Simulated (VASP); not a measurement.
# Ni (P6_3/mmc) in VASP: further runs

The runs below take Ni through single point, relaxation of cell and atoms, with BLYP.

Everything below comes from runs of VASP 6.6.1. Logs are shortened: lines on timing, memory, paths and dates and some standing lists are left out, and cuts for length are marked.

## Step 1: The cell of the first run

The structure is hexagonal, space group P6_3/mmc (No. 194). The conventional cell has a = 2.591 Å, b = 2.591 Å, c = 8.495 Å, α = 90.00°, β = 90.00°, γ = 120.00°. Within 3.4 Å of Ni (site symmetry -3m) lie 12 Ni at 2.59 to 2.60 Å. Within 3.4 Å of Ni (site symmetry -6m2) lie 12 Ni at 2.59 to 2.60 Å.

This isn't the form of Ni at room conditions, which is fcc.

## Step 2: Single point, BLYP (12.34 Å³/atom)

Input file INCAR:

```
SYSTEM = Ni
  PREC = Accurate
  ENCUT = 520
  EDIFF = 1E-6
  ISMEAR = -1
  SIGMA = 0.1
  LREAL = .FALSE.
  LASPH = .TRUE.
  NELM = 60
  ALGO = Normal
  ISIF = 2
  LWAVE = .FALSE.
  LCHARG = .FALSE.
  GGA = B5
  ALDAX = 1.0
  AGGAX = 1.0
  AGGAC = 1.0
  ALDAC = 0.0
  NBANDS = 28
```

Input file KPOINTS:

```
Automatic mesh
0
G
  16 16 5
  0 0 0
```

Input file POSCAR:

```
Ni
1.0
    2.5906858287      0.0000000000      0.0000000000
   -1.2953429144      2.2435997409      0.0000000000
    0.0000000000      0.0000000000      8.4952223351
Ni
4
Direct
    0.0000000000      1.0000000000      0.0000000000
    0.0000000000      1.0000000000      0.5000000000
    0.3333333333      0.6666666667      0.2500000000
    0.6666666667      0.3333333333      0.7500000000
```

Potentials or basis: VASP PAW PBE potentials, release 64 (Ni).

Started as:

```sh
$ cat potpaw_PBE.64/Ni/POTCAR > POTCAR
$ mpirun -np 1 vasp_std > vasp.out
```

OUTCAR:

```text
SYSTEM = Ni
   PREC = Accurate
   ENCUT = 520
   EDIFF = 1E-6
   ISMEAR = -1
   LREAL = .FALSE.
   LASPH = .TRUE.
   NELM = 60
   ISIF = 2
   GGA = B5

 ion  position               nearest neighbor table
   1  0.000  0.000  0.000-   3 2.60   4 2.60   4 2.60   3 2.60   4 2.60   3 2.60
   2  0.000  0.000  0.500-   3 2.60   4 2.60   4 2.60   3 2.60   4 2.60   3 2.60
   3  0.333  0.667  0.250-   1 2.60   2 2.60   1 2.60   2 2.60   1 2.60   2 2.60
   4  0.667  0.333  0.750-   1 2.60   2 2.60   1 2.60   2 2.60   1 2.60   2 2.60

  LATTYP: Found a hexagonal cell.
 ALAT       =     2.5906858287
 C/A-ratio  =     3.2791403114

  Lattice vectors:

 A1 = (   2.5906858287,   0.0000000000,   0.0000000000)
 A2 = (  -1.2953429144,   2.2435997409,   0.0000000000)
 A3 = (   0.0000000000,   0.0000000000,   8.4952223351)

Analysis of symmetry for initial positions (statically):
=====================================================================
 Subroutine PRICEL returns:
 Original cell was already a primitive cell.

 Routine SETGRP: Setting up the symmetry group for a
 hexagonal supercell.

 Subroutine GETGRP returns: Found 24 space group operations
 (whereof 12 operations were pure point group operations)
 out of a pool of 24 trial point group operations.

The static configuration has the point symmetry D_3d.
 The point group associated with its full space group is D_6h.

Analysis of symmetry for dynamics (positions and initial velocities):
=====================================================================
 Subroutine PRICEL returns:
 Original cell was already a primitive cell.

 Routine SETGRP: Setting up the symmetry group for a
 hexagonal supercell.

 Subroutine GETGRP returns: Found 24 space group operations
 (whereof 12 operations were pure point group operations)
 out of a pool of 24 trial point group operations.

The dynamic configuration has the point symmetry D_3d.
 The point group associated with its full space group is D_6h.

 Subroutine INISYM returns: Found 24 space group operations
 (whereof 12 operations are pure point group operations),
 and found     1 'primitive' translations

----------------------------------------------------------------------------------------

                                     Primitive cell

  volume of cell :      49.3782

  direct lattice vectors                    reciprocal lattice vectors
     2.590685829  0.000000000  0.000000000     0.385998174  0.222856150  0.000000000
    -1.295342914  2.243599741  0.000000000     0.000000000  0.445712300  0.000000000
     0.000000000  0.000000000  8.495222335     0.000000000  0.000000000  0.117713223

  length of vectors
     2.590685829  2.590685829  8.495222335     0.445712300  0.445712300  0.117713223

  position of ions in fractional coordinates (direct lattice)
     0.000000000  0.000000000  0.000000000
     0.000000000  0.000000000  0.500000000
     0.333333333  0.666666667  0.250000000
     0.666666667  0.333333333  0.750000000

  ion indices of the primitive-cell ions
   primitive index   ion index
                 1           1
                 2           2
                 3           3
                 4           4

----------------------------------------------------------------------------------------

 KPOINTS: Automatic mesh

Automatic generation of k-mesh.
 Grid dimensions read from file:
 generate k-points for:   16   16    5

 Generating k-lattice:

  Cartesian coordinates                     Fractional coordinates (reciprocal lattice)
     0.024124886  0.013928509  0.000000000     0.062500000  0.000000000  0.000000000
     0.000000000  0.027857019  0.000000000     0.000000000  0.062500000  0.000000000
     0.000000000  0.000000000  0.023542645     0.000000000  0.000000000  0.200000000

  Length of vectors
     0.027857019  0.027857019  0.023542645

  Shift w.r.t. Gamma in fractional coordinates (k-lattice)
     0.000000000  0.000000000  0.000000000

 Subroutine IBZKPT returns following result:
 ===========================================

 Found     90 irreducible k-points:

 Following reciprocal coordinates:
            Coordinates               Weight
  0.000000  0.000000  0.000000      1.000000
  0.062500  0.000000  0.000000      6.000000
  0.125000  0.000000  0.000000      6.000000
  0.187500 -0.000000  0.000000      6.000000
  0.250000  0.000000  0.000000      6.000000
  0.312500  0.000000  0.000000      6.000000
[... 16 lines left out ...]
  0.187500  0.187500  0.000000      6.000000
  0.250000  0.187500  0.000000     12.000000
 [... further k-points ...]
   k-points           NKPTS =     90   k-points in BZ     NKDIM =     90   number of bands    NBANDS=     28
   number of dos      NEDOS =    301   number of ions     NIONS =      4
   total plane-waves  NPLWV =  25600
   dimension x,y,z NGX =    20 NGY =   20 NGZ =   64
   dimension x,y,z NGXF=    40 NGYF=   40 NGZF=  128
   ions per type =               4
   NGX,Y,Z   is equivalent  to a cutoff of  12.83, 12.83, 12.52 a.u.
   NGXF,Y,Z  is equivalent  to a cutoff of  25.67, 25.67, 25.05 a.u.
 SYSTEM =  Ni
   PREC   = accura    normal or accurate (medium, high low for compatibility)
   ISTART =      0    job   : 0-new  1-cont  2-samecut
   ICHARG =      2    charge: 1-file 2-atom 10-const
   ISPIN  =      1    spin polarized calculation?
   LNONCOLLINEAR =      F non collinear calculations
   LSORBIT =      F    spin-orbit coupling
   LASPH  =      T    aspherical Exc in radial PAW
   ENCUT  =  520.0 eV  38.22 Ry    6.18 a.u.   4.82  4.82 15.80*2*pi/ulx,y,z
   NELM   =     60;   NELMIN=  2; NELMDL= -5     # of ELM steps
   EDIFF  = 0.1E-05   stopping-criterion for ELM
   LREAL  =      F    real-space projection
   EDIFFG = 0.1E-04   stopping-criterion for IOM
   NSW    =      0    number of steps for IOM
   IBRION =     -1    ionic relax: 0-MD 1-quasi-New 2-CG
   NFREE  =      0    steps in history (QN), initial steepest desc. (CG)
   ISIF   =      2    stress and relaxation
   ISYM   =      2    0-nonsym 1-usesym 2-fastsym
   POTIM  = 0.5000    time-step for ionic-motion
   TEBEG  =    0.0;   TEEND  =   0.0 temperature during run
   PSTRESS=    0.0 pullay stress
   NELECT =      40.0000    total number of electrons
   NUPDOWN=      -1.0000    fix difference up-down
   EMIN   =  10.00;   EMAX   =-10.00  energy-range for DOS
   EFERMI =   0.00;   METHOD = LEGACY
   ISMEAR =    -1;   SIGMA  =   0.10  broadening in eV -4-tet -1-fermi 0-gaus
   EFERMI_NEDOS =   21; number of points for ismear=-14 and -15
   IALGO  =     38    algorithm
   IMIX   =      4    mixing-type and parameters
     AMIX     =   0.40;   BMIX     =  1.00
     AMIX_MAG =   1.60;   BMIX_MAG =  1.00
  volume/ion in A,a.u.               =      12.34        83.31
  Fermi-wavevector in a.u.,A,eV,Ry     =   1.526101  2.883912 31.687744  2.328983
  Thomas-Fermi vector in A             =   2.634180
   LORBIT       =      0    0 simple, 1 ext, 2 COOP (PROOUT), +10 PAW based schemes
   GGA     = B5    functional components
   LHFCALC =     F    Hartree Fock is set to
   AEXX    =    0.0000 exact exchange contribution
   IVDW    =     0    specifies the selected vdW correction
   LEPSILON=     F    determine dielectric tensor
   LRPA    =     F    only Hartree local field effects (RPA)
 non-spin polarized calculation
  energy-cutoff  :      520.00
  volume of cell :       49.38
 maximum number of plane-waves:      1350
 NGX is ok and might be reduce to    20
   NGX =  9   NGY =  9   NGZ = 31

 number of electron      39.9999974 magnetization

 Free energy of the ion-electron system (eV)
  ---------------------------------------------------
  ext. energy  EPLUGINS =         0.00000000
  ---------------------------------------------------
  free energy    TOTEN  =       -18.25816487 eV

  energy without entropy =      -17.86649113  energy(sigma->0) =      -18.06232800

 E-fermi :   7.9840     XC(G=0): -11.9437

 val. band max:        7.9823218516   @ k =   0.2500   0.2500   0.0000
 cond. band min:       7.9846262880   @ k =   0.3750  -0.0000   0.4000
 fundamental gap:      0.0023044364
 Fermi energy:         7.9839962006

 k-point     1 :       0.0000    0.0000    0.0000
  band No.  band energies     occupation
      1       0.1082      2.00000
      2       2.1633      2.00000
      3       2.1636      2.00000
      4       4.2162      2.00000
      5       6.1211      2.00000
      6       6.1439      2.00000
[... 20 lines left out ...]
     27      21.4380      0.00000
     28      29.8792      0.00000

 k-point     2 :       0.0625    0.0000    0.0000
  band No.  band energies     occupation
      1       0.2327      2.00000
      2       2.2747      2.00000
      3       2.2750      2.00000
      4       4.2951      2.00000
      5       6.0585      2.00000
      6       6.1119      2.00000
[... 20 lines left out ...]
     27      21.5331      0.00000
     28      28.0605      0.00000

 k-point     3 :       0.1250    0.0000    0.0000
  band No.  band energies     occupation
      1       0.6011      2.00000
      2       2.5976      2.00000
      3       2.5978      2.00000
      4       4.5142      2.00000
      5       5.9220      2.00000
      6       6.0313      2.00000
[... 20 lines left out ...]
     27      21.8129      0.00000
     28      25.1260      0.00000

 k-point     4 :       0.1875   -0.0000    0.0000
  band No.  band energies     occupation
      1       1.1966      2.00000
      2       3.0909      2.00000
      3       3.0913      2.00000
      4       4.8115      2.00000
      5       5.7797      2.00000
      6       5.9074      2.00000
[... 20 lines left out ...]
     27      22.2342      0.00000
     28      22.5364      0.00000

 k-point     5 :       0.2500    0.0000    0.0000
  band No.  band energies     occupation
      1       1.9824      2.00000
      2       3.6570      2.00000
      3       3.6588      2.00000
      4       5.0493      2.00000
      5       5.6764      2.00000
      6       5.6856      2.00000
[... 20 lines left out ...]
     27      21.4879      0.00000
     28      21.5958      0.00000

 k-point     6 :       0.3125    0.0000    0.0000
  band No.  band energies     occupation
      1       2.8805      2.00000
      2       4.1175      2.00000
      3       4.1277      2.00000
      4       5.0810      2.00000
      5       5.4699      2.00000
      6       5.5991      2.00000
[... 463 lines left out ...]
      5       5.4160      2.00000
      6       5.4271      2.00000
[... 20 lines left out ...]
     27      17.1542      0.00000
     28      17.3103      0.00000

 k-point    22 :       0.4375    0.1250    0.0000
  band No.  band energies     occupation
      1       4.4887      2.00000
      2       4.5858      2.00000
      3       4.9170      2.00000
      4       5.1151      2.00000
      5       5.4010      2.00000
      6       5.4116      2.00000
[... 20 lines left out ...]
     27      18.0714      0.00000
     28      18.1460      0.00000

 k-point    23 :       0.1875    0.1875    0.0000
  band No.  band energies     occupation
      1       3.1145      2.00000
      2       4.3577      2.00000
      3       4.3633      2.00000
      4       5.3951      2.00000
      5       5.4134      2.00000
      6       5.5490      2.00000
[... 20 lines left out ...]
     27      18.7977      0.00000
     28      20.8304      0.00000

 k-point    24 :       0.2500    0.1875    0.0000
  band No.  band energies     occupation
      1       3.9482      2.00000
      2       4.6751      2.00000
      3       4.6897      2.00000
      4       5.3139      2.00000
      5       5.3328      2.00000
      6       5.5631      2.00000
[... 20 lines left out ...]
     27      18.0068      0.00000
     28      18.6508      0.00000

 [... further k-points ...]

------------------------ aborting loop because EDIFF is reached ----------------------------------------

  FORCE on cell =-STRESS in cart. coord.  units (eV):
  Direction    XX          YY          ZZ          XY          YZ          ZX
  --------------------------------------------------------------------------------------
  -------------------------------------------------------------------------------------
  Total       -3.2035731     -3.2035731     -3.2221052      0.0000000     -0.0000000      0.0000000
  in kB     -103.9466127   -103.9466127   -104.5479236      0.0000000     -0.0000000      0.0000000
  external PRESSURE =    -104.1470497 kB  Pullay stress =       0.0000000 kB

 VOLUME and BASIS-vectors are now :
 -----------------------------------------------------------------------------
  energy-cutoff  :      520.00
  volume of cell :       49.38
      direct lattice vectors                 reciprocal lattice vectors
     2.590685829  0.000000000  0.000000000     0.385998174  0.222856150  0.000000000
    -1.295342914  2.243599741  0.000000000     0.000000000  0.445712300  0.000000000
     0.000000000  0.000000000  8.495222335     0.000000000  0.000000000  0.117713223

 POSITION                                       TOTAL-FORCE (eV/Angst)
 -----------------------------------------------------------------------------------
      0.00000      0.00000      0.00000        -0.000000      0.000000     -0.000000
      0.00000      0.00000      4.24761        -0.000000      0.000000     -0.000000
     -0.00000      1.49573      2.12381         0.000000     -0.000000      0.000000
      1.29534      0.74787      6.37142        -0.000000      0.000000     -0.000000
 -----------------------------------------------------------------------------------
    total drift:                                0.000000     -0.000000      0.000000

  FREE ENERGIE OF THE ION-ELECTRON SYSTEM (eV)
  ---------------------------------------------------
  free  energy   TOTEN  =       -18.2581648698 eV

  energy  without entropy=      -17.8664911296  energy(sigma->0) =      -18.06232800
```

Wall time 72 s (1 thread of Intel Xeon 6975P-C (Granite Rapids), shared host); peak memory 0.22 GiB.

What came out:

```yaml
Free_energy: -18.2582 eV
Pressure: -10.4 GPa
Band_gap_on_the_k_mesh: zero (bands 20 and 21 overlap by 0.49 eV)
```

Caveat: the cell stands under tension; the PAW data sets were made with another functional, which shifts forces and pressure a little; the run has no spin polarisation, though such a crystal can be magnetic. Spin polarisation is off, so any magnetic state and its effect on volume and gap are missing.

[end of part 1 of 2]
